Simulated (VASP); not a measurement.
Input of a VASP 6.6.1 run:

The input INCAR:

```
SYSTEM = Re
PREC = Accurate
ENCUT = 600
EDIFF = 1E-6
ISMEAR = 0
SIGMA = 0.05
LREAL = .FALSE.
LASPH = .TRUE.
NELM = 120
ALGO = Normal
ISIF = 2
LWAVE = .FALSE.
LCHARG = .FALSE.
GGA = PE
NBANDS = 10
GGA_COMPAT = .FALSE.
```

The input KPOINTS:

```
Automatic mesh
0
G
  8 8 8
  0 0 0
```

POSCAR

```
Re
1.0
   -1.5751881450      1.5751881450      1.5751881450
    1.5751881450     -1.5751881450      1.5751881450
    1.5751881450      1.5751881450     -1.5751881450
Re
1
Direct
    0.0000000000      0.0000000000      0.0000000000
```

Potentials or basis: VASP PAW PBE potentials, release 64 (Re).

Command:

```bash
$ cat potpaw_PBE.64/Re/POTCAR > POTCAR
$ mpirun -np 1 vasp_std > vasp.out
```

Task: Predict the pressure.

Result: -12.2 GPa.
